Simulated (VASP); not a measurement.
# Ta4In (I4/mmm) in VASP: single point with PBE

Aim: the single point of Ta4In with PBE.

Program: VASP 6.6.1. These are calculated values, not measurements. Logs are shortened: lines on timing, memory, paths and dates and some standing lists are left out, and cuts for length are marked.

### Step 1. The cell of the first run

It takes space group I4/mmm (No. 139, tetragonal). The conventional cell has a = 3.450 Å, b = 3.450 Å, c = 15.869 Å, α = 90.00°, β = 90.00°, γ = 90.00°. Ta (site symmetry 4mm) has 13 Ta at 2.86 to 3.45 Å and 1 In at 3.17 Å within 3.8 Å. Ta (site symmetry 4mm) has 10 Ta at 2.86 to 3.45 Å and 4 In at 2.96 Å within 3.8 Å. In (site symmetry 4/mmm) has 10 Ta at 2.96 to 3.17 Å and 4 In at 3.45 Å within 3.9 Å.

### Step 2. Single point, PBE

Contents of INCAR:

```
SYSTEM = Ta4In
ALGO = Fast ; EDIFF = 1E-7
ENCUT = 520 ; GGA = PE
ISIF = 2 ; ISMEAR = 0
LASPH = .True. ; LCHARG = .False.
LREAL = .False. ; LWAVE = .False.
NBANDS = 68 ; NELM = 100
PREC = Accurate ; SIGMA = 0.2
```

Contents of KPOINTS:

```
k-points
0
Gamma
  6 4 6
  0 0 0
```

Contents of POSCAR:

```
Ta4In
1.0
    0.0000000000     -3.4502147724      0.0000000000
    6.9004295447      0.0000000000      0.0000000000
   -1.7251073862      1.7251073862      7.9347359501
Ta In
8 2
Direct
    0.1994545199      0.0997272599      0.3989090398
    0.1994545199      0.5997272599      0.3989090398
    0.6054548108      0.3027274054      0.2109096216
    0.6054548108      0.8027274054      0.2109096216
    0.3945451892      0.1972725946      0.7890903784
    0.3945451892      0.6972725946      0.7890903784
    0.8005454801      0.4002727401      0.6010909602
    0.8005454801      0.9002727401      0.6010909602
    0.0000000000      0.0000000000      0.0000000000
    0.0000000000      0.5000000000      0.0000000000
```

Potentials or basis: VASP PAW PBE potentials, release 64 (Ta_pv, In_d).

On the command line:

```console
cat potpaw_PBE.64/Ta_pv/POTCAR potpaw_PBE.64/In_d/POTCAR > POTCAR
mpirun -np 1 vasp_std > vasp.out
```

OUTCAR:

```text
SYSTEM = Ta4In
   EDIFF = 1E-7
   ENCUT = 520
   GGA = PE
   ISIF = 2
   ISMEAR = 0
   LASPH = .True.
   LREAL = .False.
   NELM = 100
   PREC = Accurate

 ion  position               nearest neighbor table
   1  0.199  0.100  0.399-   4 2.86   4 2.86   3 2.86   3 2.86   8 2.92   8 2.92   7 2.92   7 2.92
                             5 3.10   9 3.17   2 3.45   2 3.45
   2  0.199  0.600  0.399-   3 2.86   3 2.86   4 2.86   4 2.86   7 2.92   7 2.92   8 2.92   8 2.92
                             6 3.10  10 3.17   1 3.45   1 3.45
   3  0.605  0.303  0.211-   2 2.86   2 2.86   1 2.86   1 2.86   9 2.96   9 2.96  10 2.96  10 2.96
                             7 3.10   5 3.35   4 3.45   4 3.45
   4  0.605  0.803  0.211-   1 2.86   1 2.86   2 2.86   2 2.86  10 2.96  10 2.96   9 2.96   9 2.96
                             8 3.10   6 3.35   3 3.45   3 3.45
   5  0.395  0.197  0.789-   8 2.86   8 2.86   7 2.86   7 2.86  10 2.96  10 2.96   9 2.96   9 2.96
                             1 3.10   3 3.35   6 3.45   6 3.45
   6  0.395  0.697  0.789-   7 2.86   7 2.86   8 2.86   8 2.86   9 2.96   9 2.96  10 2.96  10 2.96
                             2 3.10   4 3.35   5 3.45   5 3.45
   7  0.801  0.400  0.601-   6 2.86   6 2.86   5 2.86   5 2.86   2 2.92   2 2.92   1 2.92   1 2.92
                             3 3.10  10 3.17   8 3.45   8 3.45
   8  0.801  0.900  0.601-   5 2.86   5 2.86   6 2.86   6 2.86   1 2.92   1 2.92   2 2.92   2 2.92
                             4 3.10   9 3.17   7 3.45   7 3.45
   9  0.000  0.000  0.000-   3 2.96   6 2.96   6 2.96   3 2.96   5 2.96   4 2.96   5 2.96   4 2.96
                             1 3.17   8 3.17  10 3.45  10 3.45
  10  0.000  0.500  0.000-   4 2.96   5 2.96   5 2.96   4 2.96   3 2.96   6 2.96   3 2.96   6 2.96
                             2 3.17   7 3.17   9 3.45   9 3.45

  LATTYP: Found a base centered monoclinic cell.
 ALAT       =    16.2402007490
 B/A-ratio  =     0.2124490224
 C/A-ratio  =     0.4248980448
 COS(beta)  =    -0.2124490224

  Lattice vectors:

 A1 = (  -1.7251073862,   1.7251073862,   7.9347359501)
 A2 = (  -1.7251073862,  -1.7251073862,   7.9347359501)
 A3 = (   6.9004295447,   0.0000000000,   0.0000000000)

Analysis of symmetry for initial positions (statically):
=====================================================================
 Subroutine PRICEL returns following result:

  LATTYP: Found a body centered tetragonal cell.
 ALAT       =     3.4502147724
 C/A-ratio  =     4.5995605917

  Lattice vectors:

 A1 = (  -1.7251073862,  -1.7251073862,  -7.9347359501)
 A2 = (   1.7251073862,   1.7251073862,  -7.9347359501)
 A3 = (   1.7251073862,  -1.7251073862,   7.9347359501)

[... 146 lines left out ...]
   ISIF   =      2    stress and relaxation
   ISYM   =      2    0-nonsym 1-usesym 2-fastsym
   POTIM  = 0.5000    time-step for ionic-motion
   TEBEG  =    0.0;   TEEND  =   0.0 temperature during run
   PSTRESS=    0.0 pullay stress
   NELECT =     114.0000    total number of electrons
   NUPDOWN=      -1.0000    fix difference up-down
   EMIN   =  10.00;   EMAX   =-10.00  energy-range for DOS
   EFERMI =   0.00;   METHOD = LEGACY
   ISMEAR =     0;   SIGMA  =   0.20  broadening in eV -4-tet -1-fermi 0-gaus
   EFERMI_NEDOS =   21; number of points for ismear=-14 and -15
   IALGO  =     68    algorithm
   IMIX   =      4    mixing-type and parameters
     AMIX     =   0.40;   BMIX     =  1.00
     AMIX_MAG =   1.60;   BMIX_MAG =  1.00
  volume/ion in A,a.u.               =      18.89       127.48
  Fermi-wavevector in a.u.,A,eV,Ry     =   1.383433  2.614310 26.040020  1.913887
  Thomas-Fermi vector in A             =   2.508032
   LORBIT       =      0    0 simple, 1 ext, 2 COOP (PROOUT), +10 PAW based schemes
   GGA     = PE    functional components
   LHFCALC =     F    Hartree Fock is set to
   AEXX    =    0.0000 exact exchange contribution
   IVDW    =     0    specifies the selected vdW correction
   LEPSILON=     F    determine dielectric tensor
   LRPA    =     F    only Hartree local field effects (RPA)
 non-spin polarized calculation
 RMM-DIIS sequential band-by-band and
 Gauss-broadening in eV      SIGMA  =   0.20
  energy-cutoff  :      520.00
  volume of cell :      188.91
 maximum number of plane-waves:      5115
 NGX is ok and might be reduce to    28
   NGX = 13   NGY = 25   NGZ = 31

 number of electron     114.0000013 magnetization

 Free energy of the ion-electron system (eV)
  ---------------------------------------------------
  ext. energy  EPLUGINS =         0.00000000
  ---------------------------------------------------
  free energy    TOTEN  =       -99.04637632 eV

  energy without entropy =      -98.90135536  energy(sigma->0) =      -98.97386584

 E-fermi :   6.5377     XC(G=0): -12.2810

 val. band max:        6.5372673211   @ k =   0.5000   0.0000   0.1667
 cond. band min:       6.5407782984   @ k =   0.3333   0.0000   0.1667
 fundamental gap:      0.0035109773
 Fermi energy:         6.5377207443

 k-point     1 :       0.0000    0.0000    0.0000
  band No.  band energies     occupation
      1     -27.9753      2.00000
      2     -27.9625      2.00000
      3     -27.8457      2.00000
      4     -27.8072      2.00000
      5     -27.7904      2.00000
      6     -27.7896      2.00000
[... 1693 lines left out ...]
     67       9.7369      0.00000
     68       9.7673      0.00000

 [... further k-points ...]
[... 5 lines left out ...]
  --------------------------------------------------------------------------------------
  -------------------------------------------------------------------------------------
  Total        0.0907142     -0.1686369      0.0338692      0.0000000      0.0000000      0.0007949
  in kB        0.7693625     -1.4302388      0.2872509      0.0000000      0.0000000      0.0067420
  external PRESSURE =      -0.1245418 kB  Pullay stress =       0.0000000 kB

 VOLUME and BASIS-vectors are now :
 -----------------------------------------------------------------------------
  energy-cutoff  :      520.00
  volume of cell :      188.91
      direct lattice vectors                 reciprocal lattice vectors
     0.000000000 -3.450214772  0.000000000     0.000000000 -0.289837029  0.063014069
     6.900429545  0.000000000  0.000000000     0.144918515  0.000000000  0.031507035
    -1.725107386  1.725107386  7.934735950     0.000000000  0.000000000  0.126028138

 POSITION                                       TOTAL-FORCE (eV/Angst)
 -----------------------------------------------------------------------------------
     -0.00000      0.00000      3.16524        -0.000156     -0.000000     -0.007342
      3.45021      0.00000      3.16524        -0.000156     -0.000000     -0.007342
      1.72511     -1.72511      1.67351        -0.001195     -0.000000     -0.002675
      5.17532     -1.72511      1.67351        -0.001195     -0.000000     -0.002675
     -0.00000     -0.00000      6.26122         0.001195      0.000000      0.002675
      3.45021     -0.00000      6.26122         0.001195      0.000000      0.002675
      1.72511     -1.72511      4.76950         0.000156      0.000000      0.007342
      5.17532     -1.72511      4.76950         0.000156      0.000000      0.007342
      0.00000      0.00000      0.00000         0.000000     -0.000000      0.000000
      3.45021      0.00000      0.00000         0.000000      0.000000      0.000000
 -----------------------------------------------------------------------------------
    total drift:                                0.000000      0.000000     -0.000000

  FREE ENERGIE OF THE ION-ELECTRON SYSTEM (eV)
  ---------------------------------------------------
  free  energy   TOTEN  =       -99.0463763180 eV

  energy  without entropy=      -98.9013553608  energy(sigma->0) =      -98.97386584
```

OSZICAR:

```text
N       E                     dE             d eps       ncg     rms          rms(c)
DAV:   1     0.137264627799E+04    0.13726E+04   -0.58764E+04  6392   0.197E+03
DAV:   2     0.364742313087E+02   -0.13362E+04   -0.13061E+04  6488   0.586E+02
DAV:   3    -0.913778504108E+02   -0.12785E+03   -0.11883E+03  7156   0.168E+02
[... 12 lines left out ...]
RMM:  16    -0.990463713120E+02   -0.44431E-05   -0.10368E-04  9357   0.312E-02    0.173E-02
RMM:  17    -0.990463749057E+02   -0.35937E-05   -0.42616E-05 10670   0.156E-02    0.521E-03
RMM:  18    -0.990463760776E+02   -0.11719E-05   -0.11016E-05  9236   0.811E-03    0.496E-03
RMM:  19    -0.990463762693E+02   -0.19171E-06   -0.42785E-06  7328   0.472E-03    0.126E-03
RMM:  20    -0.990463762412E+02    0.28178E-07   -0.16408E-06  5960   0.297E-03    0.122E-03
RMM:  21    -0.990463763180E+02   -0.76798E-07   -0.63871E-07  5336   0.217E-03
   1 F= -.99046376E+02 E0= -.98973866E+02  d E =-.145021E+00
```

Wall time 11 min (1 thread of Intel Xeon 6975P-C (Granite Rapids), shared host); peak memory 0.59 GiB.

Results:

* Free energy: -99.0464 eV
* Pressure: 0.0 GPa
* Largest force: 0.007 eV/Å
* Band gap on the k mesh: zero (band 57 reaches 6.90 eV, above the bottom of band 58 at 5.84 eV)

Forces on the atoms (eV/Å):
```
Ta   0.000  0.000 -0.007
Ta   0.000  0.000 -0.007
Ta  -0.001  0.000 -0.003
Ta  -0.001  0.000 -0.003
Ta   0.001  0.000  0.003
Ta   0.001  0.000  0.003
Ta   0.000  0.000  0.007
Ta   0.000  0.000  0.007
In   0.000  0.000  0.000
In   0.000  0.000  0.000
```

Caveat: spin-orbit coupling is left out, which moves the levels of the heavy elements.
